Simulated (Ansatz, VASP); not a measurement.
## Two plane-wave programs on Na

```
Na
1.0
     3.70038    0.00000    0.00000
    -1.85019    3.20463    0.00000
     0.00000    0.00000   12.53732
Na
4
Direct
  0.00000 0.00000 0.00000
  0.33333 0.66667 0.25000
  0.00000 0.00000 0.50000
  0.66903 0.34171 0.75283
```

Change from the starting cell: one atom moved.

Alike in both runs: task single point; functional PBEsol; k mesh 12 × 12 × 4; occupations gaussian, width 0.1 eV; no spin polarisation.

|  | VASP | Ansatz |
| --- | --- | --- |
| version | VASP 6.6.1 | Ansatz 0.2.0 |
| potentials or method | VASP PAW PBE potentials, release 64 (Na_pv), cutoff 520 eV | scalar-relativistic, plane waves, PAW |
| valence electrons in the cell | 28 | 36 |

|  | VASP | Ansatz | Ansatz less VASP |
| --- | --- | --- | --- |
| gap on the k mesh at the Fermi level (eV) | none | none | - |
| pressure (GPa) | -0.2 | -0.2 | 0.00 |
| traceless stress, the component that is largest in VASP (GPa) | -0.40 | -0.40 | +0.001 |
| rms of the force components (eV/Å) | 0.008 | 0.008 | 0.0000 |

VASP's potentials were made for PBE, not for PBEsol. Atom by atom the forces differ by 0.000 eV/Å (rms over components). A gap of «none» marks a metal or a gap that the smearing closes. VASP's potentials hold 28 valence electrons a cell and Ansatz's 36, so a difference there can come from the potentials and not from the codes.
